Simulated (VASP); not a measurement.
# Li (P6_3/mmc) in VASP: notebook, part 2 of 2

VASP 6.6.1.

### 3 Single point, r2SCAN (18.48 Å³/atom)

This run uses another cell than the first one, of 18.48 Å³/atom.

Input file POSCAR:

```
Li
1.0
    2.9696339048      0.0000000000      0.0000000000
   -1.4848169524      2.5717784015      0.0000000000
    0.0000000000      0.0000000000      9.6771574236
Li
4
Direct
    1.0000000000      1.0000000000      1.0000000000
    1.0000000000      1.0000000000      0.5000000000
    0.3333333333      0.6666666667      0.2500000000
    0.6666666667      0.3333333333      0.7500000000
```

Input file INCAR.step1:

```
SYSTEM = Li
  PREC = Accurate
  ENCUT = 830
  ISMEAR = -1
  SIGMA = 0.1
  LREAL = .FALSE.
  LASPH = .TRUE.
  NELM = 120
  NBANDS = 14
  GGA = PE
  ALGO = Normal
  EDIFF = 1E-5
  LWAVE = .TRUE.
  LCHARG = .FALSE.
  GGA_COMPAT = .FALSE.
```

Input file INCAR.step2:

```
SYSTEM = Li
  PREC = Accurate
  ENCUT = 830
  EDIFF = 1E-6
  ISMEAR = -1
  SIGMA = 0.1
  LREAL = .FALSE.
  LASPH = .TRUE.
  NELM = 120
  ALGO = Normal
  ISIF = 2
  LWAVE = .FALSE.
  LCHARG = .TRUE.
  METAGGA = R2SCAN
  LMIXTAU = .TRUE.
  LELF = .TRUE.
  LVHAR = .TRUE.
  NBANDS = 14
  ISTART = 1
  GGA_COMPAT = .FALSE.
```

Input file KPOINTS:

```
regular mesh
0
G
  13 13 4
  0 0 0
```

Potentials or basis: VASP PAW PBE potentials, release 64 (Li_sv).

Run with:

```sh
> cat potpaw_PBE.64/Li_sv/POTCAR > POTCAR
> cp INCAR.step1 INCAR
> mpirun -np 1 vasp_std > vasp.out
> cp INCAR.step2 INCAR
> mpirun -np 1 vasp_std > vasp.out
```

Wall time 9.7 min (1 thread of Oxide Virtual Turin-like, shared host); peak memory 0.29 GiB.

The run converged. Its results:

```yaml
Free_energy: -9.5145 eV
Pressure: 1.8 GPa
Band_gap_on_the_k_mesh: zero (bands 6 and 7 overlap by 4.59 eV)
```

Stress tensor (GPa, compression positive):
```
1.72 0.00 0.00
0.00 1.72 0.00
0.00 0.00 1.98
```

Levels at points of the mesh, in eV from the Fermi level:
| k point | band 2 | band 3 | band 4 | band 5 | band 6 | band 7 | band 8 | band 9 | band 10 | band 11 |
| --- | --- | --- | --- | --- | --- | --- | --- | --- | --- | --- |
| (0.00, 0.00, 0.00) | -47.92 | -47.91 | -47.90 | -4.02 | -2.76 | -2.76 | -0.05 | 3.48 | 9.24 | 9.25 |
| (0.00, 0.00, 0.50) | -47.93 | -47.90 | -47.90 | -3.70 | -3.70 | -1.26 | -1.26 | 5.47 | 5.47 | 13.76 |

Caveat: the PAW data sets were made with another functional, which shifts forces and pressure a little.

### 4 Single point, r2SCAN (19.32 Å³/atom)

This run uses another cell than the first one, of 19.32 Å³/atom.

Input file POSCAR:

```
Li
1.0
    3.0139633344      0.0000000000      0.0000000000
   -1.5069816672      2.6101688137      0.0000000000
    0.0000000000      0.0000000000      9.8216139063
Li
4
Direct
    1.0000000000      1.0000000000      1.0000000000
    1.0000000000      1.0000000000      0.5000000000
    0.3333333333      0.6666666667      0.2500000000
    0.6666666667      0.3333333333      0.7500000000
```

Input file INCAR.step1:

```
SYSTEM = Li
PREC = Accurate
ENCUT = 830
ISMEAR = -1
SIGMA = 0.1
LREAL = .False.
LASPH = .True.
NELM = 120
NBANDS = 14
GGA = PE
ALGO = Normal
EDIFF = 1E-5
LWAVE = .True.
LCHARG = .False.
GGA_COMPAT = .False.
```

Input file INCAR.step2:

```
SYSTEM = Li
PREC = Accurate
ENCUT = 830
EDIFF = 1E-6
ISMEAR = -1
SIGMA = 0.1
LREAL = .False.
LASPH = .True.
NELM = 120
ALGO = Normal
ISIF = 2
LWAVE = .False.
LCHARG = .True.
METAGGA = R2SCAN
LMIXTAU = .True.
LELF = .True.
LVHAR = .True.
NBANDS = 14
ISTART = 1
GGA_COMPAT = .False.
```

Input file KPOINTS:

```
regular mesh
0
Gamma
  13 13 4
  0 0 0
```

Potentials or basis: VASP PAW PBE potentials, release 64 (Li_sv).

Run with:

```sh
> cat potpaw_PBE.64/Li_sv/POTCAR > POTCAR
> cp INCAR.step1 INCAR
> mpirun -np 1 vasp_std > vasp.out
> cp INCAR.step2 INCAR
> mpirun -np 1 vasp_std > vasp.out
```

OUTCAR:

```text
SYSTEM = Li
   PREC = Accurate
   ENCUT = 830
   EDIFF = 1E-6
   ISMEAR = -1
   LREAL = .False.
   LASPH = .True.
   NELM = 120
   ISIF = 2
   METAGGA = R2SCAN
   ISTART = 1

 ion  position               nearest neighbor table
   1  0.000  0.000  0.000-
   2  0.000  0.000  0.500-
   3  0.333  0.667  0.250-
   4  0.667  0.333  0.750-

[... 606 lines left out ...]
------------------------ aborting loop because EDIFF is reached ----------------------------------------

  FORCE on cell =-STRESS in cart. coord.  units (eV):
  Direction    XX          YY          ZZ          XY          YZ          ZX
  --------------------------------------------------------------------------------------
  -------------------------------------------------------------------------------------
  Total        0.3914588      0.3914588      0.4921632      0.0000000      0.0000000      0.0000000
  in kB        8.1172184      8.1172184     10.2054067      0.0000000      0.0000000      0.0000000
  external PRESSURE =       8.8132811 kB  Pullay stress =       0.0000000 kB

 VOLUME and BASIS-vectors are now :
 -----------------------------------------------------------------------------
  energy-cutoff  :      830.00
  volume of cell :       77.27
      direct lattice vectors                 reciprocal lattice vectors
     3.013963334  0.000000000  0.000000000     0.331789040  0.191558491  0.000000000
    -1.506981667  2.610168814  0.000000000     0.000000000  0.383116983  0.000000000
     0.000000000  0.000000000  9.821613906     0.000000000  0.000000000  0.101816260

 POSITION                                       TOTAL-FORCE (eV/Angst)
 -----------------------------------------------------------------------------------
      0.00000      0.00000      0.00000         0.000000      0.000000      0.000000
      0.00000      0.00000      4.91081         0.000000      0.000000      0.000000
     -0.00000      1.74011      2.45540        -0.000000      0.000000      0.000000
      1.50698      0.87006      7.36621         0.000000     -0.000000     -0.000000
 -----------------------------------------------------------------------------------
    total drift:                                0.000000     -0.000000      0.000000

  FREE ENERGIE OF THE ION-ELECTRON SYSTEM (eV)
  ---------------------------------------------------
  free  energy   TOTEN  =        -9.5445918106 eV

  energy  without entropy=       -9.4809273949  energy(sigma->0) =       -9.51275960
```

Run time: 11 min. Hardware: 1 thread of Oxide Virtual Turin-like, shared host; peak memory 0.3 GiB.

Results:

* Free energy: -9.5446 eV
* Pressure: 0.9 GPa
* Band gap on the k mesh: zero (bands 6 and 7 overlap by 4.52 eV)

Stress tensor (GPa, compression positive):
```
0.81 0.00 0.00
0.00 0.81 0.00
0.00 0.00 1.02
```

Caveat: the PAW data sets were made with another functional, which shifts forces and pressure a little.

### 5 Summary

| cell | k mesh | gap on the mesh (eV) | pressure (GPa) |
| --- | --- | --- | --- |
| a = 3.099, b = 3.099, c = 10.098 Å, angles 90.0, 90.0, 120.0°, 4 atoms | 12 × 12 × 3 | none | -0.2 |
| a = 2.970, b = 2.970, c = 9.677 Å, angles 90.0, 90.0, 120.0°, 4 atoms | 13 × 13 × 4 | none | 1.8 |
| a = 3.014, b = 3.014, c = 9.822 Å, angles 90.0, 90.0, 120.0°, 4 atoms | 13 × 13 × 4 | none | 0.9 |

Alike in all rows: task single point; level r2SCAN; potentials or basis VASP PAW PBE potentials, release 64 (Li_sv); no spin polarisation; cutoff (eV) 830; smearing fermi-dirac 0.1 eV.

Caveats: the PAW data sets were made with another functional, which shifts forces and pressure a little.

Absolute energies hang on the potentials; compare differences alone.
